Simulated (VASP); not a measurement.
# SnTe3 (Immm) in VASP: a series of runs

The runs below take SnTe3 through single point, relaxation of cell and atoms, with PBE.

All numbers are computed with VASP 6.6.1; they aren't measurements. Logs are shortened: lines on timing, memory, paths and dates and some standing lists are left out, and cuts for length are marked.

**1. The cell of the first run**

It takes space group Immm (No. 71, orthorhombic). The conventional cell has a = 5.263 Å, b = 7.400 Å, c = 7.424 Å, α = 90.00°, β = 90.00°, γ = 90.00°. Sn (site symmetry mmm) has 6 Te at 2.95 to 3.71 Å within 3.9 Å. Te (site symmetry mmm) has 2 Te at 2.38 Å within 3.1 Å. Te (site symmetry m2m) has 2 Te at 2.38 to 2.65 Å and 2 Sn at 2.95 Å within 3.1 Å.

The cell was generated, and may not be a known phase.

**2. Single point, PBE**

Input file INCAR:

```
SYSTEM = SnTe3
PREC     = Accurate       ! precision mode
ENCUT    = 520            ! plane-wave cutoff, eV
EDIFF    = 1E-6           ! SCF threshold, eV
ISMEAR   = 0              ! smearing method
SIGMA    = 0.1            ! smearing width, eV
LREAL    = .False.        ! projectors in reciprocal space
LASPH    = .True.         ! aspherical terms in the spheres
NELM     = 80             ! most SCF steps
ALGO     = Normal         ! electronic algorithm
ISIF     = 2              ! what is computed and relaxed
LWAVE    = .False.        ! write WAVECAR
LCHARG   = .False.        ! write CHGCAR
GGA      = PE             ! functional
NBANDS   = 24             ! bands
```

Input file KPOINTS:

```
Automatic mesh
0
Gamma
  4 4 4
  0 0 0
```

Input file POSCAR:

```
SnTe3
1.0
   -2.6314224600      3.7001657800      3.7118899400
    2.6314224600     -3.7001657800      3.7118899400
    2.6314224600      3.7001657800     -3.7118899400
Sn Te
1 3
Direct
    0.5000000000      0.5000000000      0.0000000000
    0.0000000000      0.0000000000      0.0000000000
    0.6789495600      0.0000000000      0.6789495600
    0.3210504400      0.0000000000      0.3210504400
```

Potentials or basis: VASP PAW PBE potentials, release 64 (Sn_d, Te).

Started as:

```
cat potpaw_PBE.64/Sn_d/POTCAR potpaw_PBE.64/Te/POTCAR > POTCAR
mpirun -np 1 vasp_std > vasp.out
```

OUTCAR:

```text
SYSTEM = SnTe3
   PREC = Accurate
   ENCUT = 520
   EDIFF = 1E-6
   ISMEAR = 0
   LREAL = .False.
   LASPH = .True.
   NELM = 80
   ISIF = 2
   GGA = PE

 ion  position               nearest neighbor table
   1  0.500  0.500  0.000-   3 2.95   4 2.95   3 2.95   4 2.95   2 3.71   2 3.71
   2  0.000  0.000  0.000-   3 2.38   4 2.38   1 3.71   1 3.71
   3  0.679  0.000  0.679-   2 2.38   4 2.65   1 2.95   1 2.95
   4  0.321  0.000  0.321-   2 2.38   3 2.65   1 2.95   1 2.95

  LATTYP: Found a body centered orthorhombic cell.
 ALAT       =     5.2628449200
 B/A-ratio  =     1.4061466132
 C/A-ratio  =     1.4106020589

  Lattice vectors:

 A1 = (  -2.6314224600,   3.7001657800,   3.7118899400)
 A2 = (   2.6314224600,  -3.7001657800,   3.7118899400)
 A3 = (   2.6314224600,   3.7001657800,  -3.7118899400)

Analysis of symmetry for initial positions (statically):
=====================================================================
 Subroutine PRICEL returns:
 Original cell was already a primitive cell.

 Routine SETGRP: Setting up the symmetry group for a
 body centered orthorhombic supercell.

 Subroutine GETGRP returns: Found  8 space group operations
 (whereof  8 operations were pure point group operations)
 out of a pool of  8 trial point group operations.

The static configuration has the point symmetry D_2h.

Analysis of symmetry for dynamics (positions and initial velocities):
=====================================================================
 Subroutine PRICEL returns:
 Original cell was already a primitive cell.

 Routine SETGRP: Setting up the symmetry group for a
 body centered orthorhombic supercell.

 Subroutine GETGRP returns: Found  8 space group operations
 (whereof  8 operations were pure point group operations)
 out of a pool of  8 trial point group operations.

The dynamic configuration has the point symmetry D_2h.

 Subroutine INISYM returns: Found  8 space group operations
 (whereof  8 operations are pure point group operations),
 and found     1 'primitive' translations

----------------------------------------------------------------------------------------

                                     Primitive cell

  volume of cell :     144.5662

[... 81 lines left out ...]
   LSORBIT =      F    spin-orbit coupling
   LASPH  =      T    aspherical Exc in radial PAW
   ENCUT  =  520.0 eV  38.22 Ry    6.18 a.u.  10.90 10.90 10.90*2*pi/ulx,y,z
   NELM   =     80;   NELMIN=  2; NELMDL= -5     # of ELM steps
   EDIFF  = 0.1E-05   stopping-criterion for ELM
   LREAL  =      F    real-space projection
   EDIFFG = 0.1E-04   stopping-criterion for IOM
   NSW    =      0    number of steps for IOM
   IBRION =     -1    ionic relax: 0-MD 1-quasi-New 2-CG
   NFREE  =      0    steps in history (QN), initial steepest desc. (CG)
   ISIF   =      2    stress and relaxation
   ISYM   =      2    0-nonsym 1-usesym 2-fastsym
   POTIM  = 0.5000    time-step for ionic-motion
   TEBEG  =    0.0;   TEEND  =   0.0 temperature during run
   PSTRESS=    0.0 pullay stress
   NELECT =      32.0000    total number of electrons
   NUPDOWN=      -1.0000    fix difference up-down
   EMIN   =  10.00;   EMAX   =-10.00  energy-range for DOS
   EFERMI =   0.00;   METHOD = LEGACY
   ISMEAR =     0;   SIGMA  =   0.10  broadening in eV -4-tet -1-fermi 0-gaus
   EFERMI_NEDOS =   21; number of points for ismear=-14 and -15
   IALGO  =     38    algorithm
   IMIX   =      4    mixing-type and parameters
     AMIX     =   0.40;   BMIX     =  1.00
     AMIX_MAG =   1.60;   BMIX_MAG =  1.00
  volume/ion in A,a.u.               =      36.14       243.90
  Fermi-wavevector in a.u.,A,eV,Ry     =   0.990306  1.871406 13.343303  0.980705
  Thomas-Fermi vector in A             =   2.121966
   LORBIT       =      0    0 simple, 1 ext, 2 COOP (PROOUT), +10 PAW based schemes
   GGA     = PE    functional components
   LHFCALC =     F    Hartree Fock is set to
   AEXX    =    0.0000 exact exchange contribution
   IVDW    =     0    specifies the selected vdW correction
   LEPSILON=     F    determine dielectric tensor
   LRPA    =     F    only Hartree local field effects (RPA)
 non-spin polarized calculation
 Gauss-broadening in eV      SIGMA  =   0.10
  energy-cutoff  :      520.00
  volume of cell :      144.57
 maximum number of plane-waves:      3914
 NGX is ok and might be reduce to    48
   NGX = 21   NGY = 21   NGZ = 21

 number of electron      32.0000003 magnetization

 Free energy of the ion-electron system (eV)
  ---------------------------------------------------
  ext. energy  EPLUGINS =         0.00000000
  ---------------------------------------------------
  free energy    TOTEN  =        -8.61451884 eV

  energy without entropy =       -8.59886185  energy(sigma->0) =       -8.60669034

 E-fermi :   5.5083     XC(G=0):  -8.4729

 val. band max:        5.4796503884   @ k =   0.5000   0.5000   0.0000
 cond. band min:       5.5319183766   @ k =   0.2500  -0.2500   0.2500
 fundamental gap:      0.0522679882
 Fermi energy:         5.5083434060

 k-point     1 :       0.0000    0.0000    0.0000
  band No.  band energies     occupation
      1     -16.4022      2.00000
      2     -16.3585      2.00000
      3     -16.3456      2.00000
      4     -16.3249      2.00000
      5     -16.3225      2.00000
      6      -9.4642      2.00000
[... 475 lines left out ...]
     23      11.4988      0.00000
     24      11.7581      0.00000

------------------------ aborting loop because EDIFF is reached ----------------------------------------

  FORCE on cell =-STRESS in cart. coord.  units (eV):
  Direction    XX          YY          ZZ          XY          YZ          ZX
  --------------------------------------------------------------------------------------
  -------------------------------------------------------------------------------------
  Total        4.8146920     46.6400086     -2.1775545      0.0000000      0.0000000      0.0000000
  in kB       53.3595611    516.8950380    -24.1330811      0.0000000      0.0000000      0.0000000
  external PRESSURE =     182.0405060 kB  Pullay stress =       0.0000000 kB

 VOLUME and BASIS-vectors are now :
 -----------------------------------------------------------------------------
  energy-cutoff  :      520.00
  volume of cell :      144.57
      direct lattice vectors                 reciprocal lattice vectors
    -2.631422460  3.700165780  3.711889940     0.000000000  0.135129081  0.134702270
     2.631422460 -3.700165780  3.711889940     0.190011299  0.000000000  0.134702270
     2.631422460  3.700165780 -3.711889940     0.190011299  0.135129081  0.000000000

 POSITION                                       TOTAL-FORCE (eV/Angst)
 -----------------------------------------------------------------------------------
      0.00000      0.00000      3.71189        -0.000000      0.000000     -0.000000
      0.00000      0.00000      0.00000         0.000000      0.000000      0.000000
      0.00000      5.02445      0.00000         0.000000     -3.704273     -0.000000
      0.00000      2.37588      0.00000        -0.000000      3.704273      0.000000
 -----------------------------------------------------------------------------------
    total drift:                                0.000000     -0.000000      0.000000

  FREE ENERGIE OF THE ION-ELECTRON SYSTEM (eV)
  ---------------------------------------------------
  free  energy   TOTEN  =        -8.6145188353 eV

  energy  without entropy=       -8.5988618516  energy(sigma->0) =       -8.60669034
```

stdout:

```text
POSCAR found type information on POSCAR SnTe
 POSCAR found :  2 types and       4 ions
 scaLAPACK will be used
 LDA part: xc-table for (Slater+PW92), standard interpolation
 POSCAR, INCAR and KPOINTS ok, starting setup
 FFT: planning ... GRIDC
 FFT: planning ... GRID_SOFT
 FFT: planning ... GRID
 WAVECAR not read
 entering main loop
```

Run time: 2.4 min. Hardware: 1 thread of Intel Xeon 8259CL, shared host; peak memory 0.34 GiB.

What came out:

* Free energy: -8.6145 eV
* Pressure: 18.2 GPa
* Largest force: 3.704 eV/Å
* Band gap on the k mesh: zero (bands 16 and 17 overlap by 2.35 eV)

Forces on the atoms (eV/Å):
```
Sn   0.000  0.000  0.000
Te   0.000  0.000  0.000
Te   0.000 -3.704  0.000
Te   0.000  3.704  0.000
```

Stress tensor (GPa, compression positive):
```
 5.34  0.00  0.00
 0.00 51.69  0.00
 0.00  0.00 -2.41
```

Caveat: the k points lie up to 0.37 Å⁻¹ apart, too coarse for converged energies and pressures of a metal; spin-orbit coupling is left out, which moves the levels of the heavy elements; forces of over 1 eV/Å act on the atoms, so gaps and moduli don't describe the material at rest.

(Part 1 of 2 ends here.)

The gap in the log of VASP goes by the Fermi energy; the results here count the filled bands.